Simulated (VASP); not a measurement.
# CdTe (gw) (F-43m) in VASP: single point with PBE

Aim: the single point of CdTe (gw) with PBE.

Program: VASP 6.6.1. These are calculated values, not measurements. Logs are shortened: lines on timing, memory, paths and dates and some standing lists are left out, and cuts for length are marked.

## (1) The cell of the first run

The structure is cubic, space group F-43m (No. 216). Conventional cell: a = 6.619 Å, b = 6.619 Å, c = 6.619 Å, α = 90.00°, β = 90.00°, γ = 90.00°. Cd (site symmetry -43m) has 4 Te at 2.87 Å within 3.8 Å. Within 3.8 Å of Te (site symmetry -43m) lie 4 Cd at 2.87 Å.

## (2) Single point, PBE

File INCAR:

```
SYSTEM = CdTe
PREC = Accurate
ENCUT = 500
EDIFF = 1E-6
ISMEAR = 0
SIGMA = 0.01
LREAL = .FALSE.
LASPH = .TRUE.
NELM = 120
ALGO = Normal
ISIF = 2
LWAVE = .FALSE.
LCHARG = .FALSE.
GGA = PE
NBANDS = 16
GGA_COMPAT = .FALSE.
```

File KPOINTS:

```
Automatic mesh
0
G
  4 4 4
  0 0 0
```

File POSCAR:

```
CdTe
1.0
    0.0000000000      3.3096311680      3.3096311680
    3.3096311680      0.0000000000      3.3096311680
    3.3096311680      3.3096311680      0.0000000000
Cd Te
1 1
Direct
    0.0000000000      0.0000000000      0.0000000000
    0.7500000000      0.7500000000      0.7500000000
```

Potentials or basis: VASP PAW PBE potentials, release 64 (Cd, Te).

Run with:

```
cat potpaw_PBE.64/Cd/POTCAR potpaw_PBE.64/Te/POTCAR > POTCAR
mpirun -np 1 vasp_std > vasp.out
```

OUTCAR:

```text
SYSTEM = CdTe
   PREC = Accurate
   ENCUT = 500
   EDIFF = 1E-6
   ISMEAR = 0
   LREAL = .FALSE.
   LASPH = .TRUE.
   NELM = 120
   ISIF = 2
   GGA = PE

 ion  position               nearest neighbor table
   1  0.000  0.000  0.000-   2 2.87   2 2.87   2 2.87   2 2.87
   2  0.750  0.750  0.750-   1 2.87   1 2.87   1 2.87   1 2.87

  LATTYP: Found a face centered cubic cell.
 ALAT       =     6.6192623360

  Lattice vectors:

 A1 = (   0.0000000000,   3.3096311680,   3.3096311680)
 A2 = (   3.3096311680,   0.0000000000,   3.3096311680)
 A3 = (   3.3096311680,   3.3096311680,   0.0000000000)

Analysis of symmetry for initial positions (statically):
=====================================================================
 Subroutine PRICEL returns:
 Original cell was already a primitive cell.

 Routine SETGRP: Setting up the symmetry group for a
 face centered cubic supercell.

 Subroutine GETGRP returns: Found 24 space group operations
 (whereof 24 operations were pure point group operations)
 out of a pool of 48 trial point group operations.

The static configuration has the point symmetry T_d .

Analysis of symmetry for dynamics (positions and initial velocities):
=====================================================================
 Subroutine PRICEL returns:
 Original cell was already a primitive cell.

 Routine SETGRP: Setting up the symmetry group for a
 face centered cubic supercell.

 Subroutine GETGRP returns: Found 24 space group operations
 (whereof 24 operations were pure point group operations)
 out of a pool of 48 trial point group operations.

The dynamic configuration has the point symmetry T_d .

 Subroutine INISYM returns: Found 24 space group operations
 (whereof 24 operations are pure point group operations),
 and found     1 'primitive' translations

----------------------------------------------------------------------------------------

                                     Primitive cell

  volume of cell :      72.5051

  direct lattice vectors                    reciprocal lattice vectors
     0.000000000  3.309631168  3.309631168    -0.151074236  0.151074236  0.151074236
     3.309631168  0.000000000  3.309631168     0.151074236 -0.151074236  0.151074236
     3.309631168  3.309631168  0.000000000     0.151074236  0.151074236 -0.151074236

  length of vectors
     4.680525284  4.680525284  4.680525284     0.261668252  0.261668252  0.261668252

  position of ions in fractional coordinates (direct lattice)
     0.000000000  0.000000000  0.000000000
     0.750000000  0.750000000  0.750000000

  ion indices of the primitive-cell ions
   primitive index   ion index
                 1           1
                 2           2

----------------------------------------------------------------------------------------

 KPOINTS: Automatic mesh

Automatic generation of k-mesh.
 Grid dimensions read from file:
 generate k-points for:    4    4    4

 Generating k-lattice:

  Cartesian coordinates                     Fractional coordinates (reciprocal lattice)
    -0.037768559  0.037768559  0.037768559     0.250000000  0.000000000  0.000000000
     0.037768559 -0.037768559  0.037768559     0.000000000  0.250000000  0.000000000
     0.037768559  0.037768559 -0.037768559     0.000000000  0.000000000  0.250000000

  Length of vectors
     0.065417063  0.065417063  0.065417063

  Shift w.r.t. Gamma in fractional coordinates (k-lattice)
     0.000000000  0.000000000  0.000000000

 Subroutine IBZKPT returns following result:
 ===========================================

 Found      8 irreducible k-points:

 Following reciprocal coordinates:
            Coordinates               Weight
  0.000000  0.000000  0.000000      1.000000
  0.250000  0.000000  0.000000      8.000000
  0.500000  0.000000  0.000000      4.000000
  0.250000  0.250000  0.000000      6.000000
  0.500000  0.250000  0.000000     24.000000
 -0.250000  0.250000  0.000000     12.000000
  0.500000  0.500000  0.000000      3.000000
 -0.250000  0.500000  0.250000      6.000000
   k-points           NKPTS =      8   k-points in BZ     NKDIM =      8   number of bands    NBANDS=     16
   number of dos      NEDOS =    301   number of ions     NIONS =      2
   total plane-waves  NPLWV =  46656
   dimension x,y,z NGX =    36 NGY =   36 NGZ =   36
   dimension x,y,z NGXF=    72 NGYF=   72 NGZF=   72
   ions per type =               1   1
   NGX,Y,Z   is equivalent  to a cutoff of  12.79, 12.79, 12.79 a.u.
   NGXF,Y,Z  is equivalent  to a cutoff of  25.57, 25.57, 25.57 a.u.
 SYSTEM =  CdTe
   PREC   = accura    normal or accurate (medium, high low for compatibility)
   ISTART =      0    job   : 0-new  1-cont  2-samecut
   ICHARG =      2    charge: 1-file 2-atom 10-const
   ISPIN  =      1    spin polarized calculation?
   LNONCOLLINEAR =      F non collinear calculations
   LSORBIT =      F    spin-orbit coupling
   LASPH  =      T    aspherical Exc in radial PAW
   ENCUT  =  500.0 eV  36.75 Ry    6.06 a.u.   8.53  8.53  8.53*2*pi/ulx,y,z
   NELM   =    120;   NELMIN=  2; NELMDL= -5     # of ELM steps
   EDIFF  = 0.1E-05   stopping-criterion for ELM
   LREAL  =      F    real-space projection
   EDIFFG = 0.1E-04   stopping-criterion for IOM
   NSW    =      0    number of steps for IOM
   IBRION =     -1    ionic relax: 0-MD 1-quasi-New 2-CG
   NFREE  =      0    steps in history (QN), initial steepest desc. (CG)
   ISIF   =      2    stress and relaxation
   ISYM   =      2    0-nonsym 1-usesym 2-fastsym
   POTIM  = 0.5000    time-step for ionic-motion
   TEBEG  =    0.0;   TEEND  =   0.0 temperature during run
   PSTRESS=    0.0 pullay stress
   NELECT =      18.0000    total number of electrons
   NUPDOWN=      -1.0000    fix difference up-down
   EMIN   =  10.00;   EMAX   =-10.00  energy-range for DOS
   EFERMI =   0.00;   METHOD = LEGACY
   ISMEAR =     0;   SIGMA  =   0.01  broadening in eV -4-tet -1-fermi 0-gaus
   EFERMI_NEDOS =   21; number of points for ismear=-14 and -15
   IALGO  =     38    algorithm
   IMIX   =      4    mixing-type and parameters
     AMIX     =   0.40;   BMIX     =  1.00
     AMIX_MAG =   1.60;   BMIX_MAG =  1.00
  volume/ion in A,a.u.               =      36.25       244.64
  Fermi-wavevector in a.u.,A,eV,Ry     =   1.028907  1.944352 14.403799  1.058649
  Thomas-Fermi vector in A             =   2.162927
   LORBIT       =      0    0 simple, 1 ext, 2 COOP (PROOUT), +10 PAW based schemes
   GGA     = PE    functional components
   LHFCALC =     F    Hartree Fock is set to
   AEXX    =    0.0000 exact exchange contribution
   IVDW    =     0    specifies the selected vdW correction
   LEPSILON=     F    determine dielectric tensor
   LRPA    =     F    only Hartree local field effects (RPA)
 non-spin polarized calculation
 Gauss-broadening in eV      SIGMA  =   0.01
  energy-cutoff  :      500.00
  volume of cell :       72.51
 maximum number of plane-waves:      1856
 NGX is ok and might be reduce to    36
   NGX = 17   NGY = 17   NGZ = 17

 number of electron      18.0000006 magnetization

 Free energy of the ion-electron system (eV)
  ---------------------------------------------------
  ext. energy  EPLUGINS =         0.00000000
  ---------------------------------------------------
  free energy    TOTEN  =        -4.75537537 eV

  energy without entropy =       -4.75537537  energy(sigma->0) =       -4.75537537

 E-fermi :   1.9259     XC(G=0):  -8.2935

 val. band max:        1.8196638580   @ k =   0.0000   0.0000   0.0000
 cond. band min:       2.3866900108   @ k =   0.0000   0.0000   0.0000
 fundamental gap:      0.5670261528
 Fermi energy:         1.9258518043

 k-point     1 :       0.0000    0.0000    0.0000
  band No.  band energies     occupation
      1      -9.0063      2.00000
      2      -6.3015      2.00000
      3      -6.3015      2.00000
      4      -6.3015      2.00000
      5      -6.0872      2.00000
      6      -6.0872      2.00000
      7       1.8197      2.00000
      8       1.8197      2.00000
      9       1.8197      2.00000
     10       2.3867      0.00000
     11       6.4393      0.00000
     12       6.4393      0.00000
     13       6.4393      0.00000
     14       9.1868      0.00000
     15      11.0508      0.00000
     16      11.0508      0.00000

 k-point     2 :       0.2500    0.0000    0.0000
  band No.  band energies     occupation
      1      -8.8352      2.00000
      2      -6.2721      2.00000
      3      -6.2721      2.00000
      4      -6.1207      2.00000
      5      -6.0872      2.00000
      6      -6.0872      2.00000
      7      -0.7542      2.00000
      8       1.4413      2.00000
      9       1.4413      2.00000
     10       3.6841      0.00000
     11       6.9519      0.00000
     12       6.9519      0.00000
     13       7.0624      0.00000
     14      10.0986      0.00000
     15      10.2100      0.00000
     16      10.2100      0.00000

 k-point     3 :       0.5000    0.0000    0.0000
  band No.  band energies     occupation
      1      -8.6677      2.00000
      2      -6.2493      2.00000
      3      -6.2493      2.00000
      4      -6.0795      2.00000
      5      -6.0795      2.00000
      6      -5.7788      2.00000
      7      -2.2699      2.00000
      8       1.1315      2.00000
      9       1.1315      2.00000
     10       3.5587      0.00000
     11       7.0094      0.00000
     12       7.0094      0.00000
     13       8.8210      0.00000
     14      10.2539      0.00000
     15      11.9593      0.00000
     16      11.9593      0.00000

 k-point     4 :       0.2500    0.2500    0.0000
  band No.  band energies     occupation
      1      -8.7799      2.00000
      2      -6.2380      2.00000
      3      -6.2380      2.00000
      4      -6.1570      2.00000
      5      -6.0744      2.00000
      6      -6.0525      2.00000
      7      -0.7411      2.00000
      8       0.8572      2.00000
      9       0.8572      2.00000
     10       4.6270      0.00000
     11       5.1923      0.00000
     12       8.1624      0.00000
     13       8.1624      0.00000
     14       8.5884      0.00000
     15      11.5782      0.00000
     16      12.2146      0.00000

 k-point     5 :       0.5000    0.2500    0.0000
  band No.  band energies     occupation
      1      -8.6168      2.00000
      2      -6.2210      2.00000
      3      -6.2070      2.00000
      4      -6.1183      2.00000
      5      -6.0736      2.00000
      6      -5.7280      2.00000
      7      -1.9862      2.00000
      8      -0.0469      2.00000
      9       0.5944      2.00000
     10       4.7397      0.00000
     11       6.2439      0.00000
     12       7.9395      0.00000
     13       8.4559      0.00000
     14      10.5810      0.00000
     15      12.1550      0.00000
     16      12.6923      0.00000

 k-point     6 :      -0.2500    0.2500    0.0000
  band No.  band energies     occupation
      1      -8.6698      2.00000
      2      -6.2360      2.00000
      3      -6.2336      2.00000
      4      -6.0930      2.00000
      5      -6.0915      2.00000
      6      -5.8352      2.00000
      7      -1.6639      2.00000
      8      -0.1016      2.00000
      9       1.1044      2.00000
     10       4.8105      0.00000
     11       7.0031      0.00000
     12       7.3691      0.00000
     13       7.6061      0.00000
     14       9.8111      0.00000
     15      11.1488      0.00000
     16      12.7350      0.00000

 k-point     7 :       0.5000    0.5000    0.0000
  band No.  band energies     occupation
      1      -8.5648      2.00000
      2      -6.1681      2.00000
      3      -6.1681      2.00000
      4      -6.1663      2.00000
      5      -6.0616      2.00000
      6      -5.6579      2.00000
      7      -2.2048      2.00000
      8       0.1567      2.00000
      9       0.1567      2.00000
     10       4.4762      0.00000
     11       4.5451      0.00000
     12      10.3320      0.00000
     13      10.6162      0.00000
     14      10.6162      0.00000
     15      12.5067      0.00000
     16      13.1628      0.00000

 k-point     8 :      -0.2500    0.5000    0.2500
  band No.  band energies     occupation
      1      -8.5661      2.00000
      2      -6.2017      2.00000
      3      -6.1937      2.00000
      4      -6.1107      2.00000
      5      -6.0853      2.00000
      6      -5.5942      2.00000
      7      -2.0866      2.00000
      8      -0.2687      2.00000
      9      -0.1287      2.00000
     10       5.8408      0.00000
     11       6.5074      0.00000
     12       7.2858      0.00000
     13       8.1316      0.00000
     14      11.1082      0.00000
     15      12.6408      0.00000
     16      12.8922      0.00000

------------------------ aborting loop because EDIFF is reached ----------------------------------------

  FORCE on cell =-STRESS in cart. coord.  units (eV):
  Direction    XX          YY          ZZ          XY          YZ          ZX
  --------------------------------------------------------------------------------------
  -------------------------------------------------------------------------------------
  Total        0.1254639      0.1254639      0.1254639     -0.0000000      0.0000000     -0.0000000
  in kB        2.7724300      2.7724300      2.7724300     -0.0000000      0.0000000     -0.0000000
  external PRESSURE =       2.7724300 kB  Pullay stress =       0.0000000 kB

 VOLUME and BASIS-vectors are now :
 -----------------------------------------------------------------------------
  energy-cutoff  :      500.00
  volume of cell :       72.51
      direct lattice vectors                 reciprocal lattice vectors
     0.000000000  3.309631168  3.309631168    -0.151074236  0.151074236  0.151074236
     3.309631168  0.000000000  3.309631168     0.151074236 -0.151074236  0.151074236
     3.309631168  3.309631168  0.000000000     0.151074236  0.151074236 -0.151074236

 POSITION                                       TOTAL-FORCE (eV/Angst)
 -----------------------------------------------------------------------------------
      0.00000      0.00000      0.00000        -0.000000     -0.000000      0.000000
      4.96445      4.96445      4.96445         0.000000      0.000000     -0.000000
 -----------------------------------------------------------------------------------
    total drift:                               -0.000000     -0.000000      0.000000

  FREE ENERGIE OF THE ION-ELECTRON SYSTEM (eV)
  ---------------------------------------------------
  free  energy   TOTEN  =        -4.7553753692 eV

  energy  without entropy=       -4.7553753692  energy(sigma->0) =       -4.75537537
```

It used 11 s of CPU time on 1 thread of Intel Xeon 6455B (shared host).

Results:

| Property | Result |
| --- | --- |
| Free energy | -4.7554 eV |
| Pressure | 0.3 GPa |
| Band gap on the k mesh | 0.57 eV, direct |

Caveat: spin-orbit coupling is left out, which moves the levels of the heavy elements.
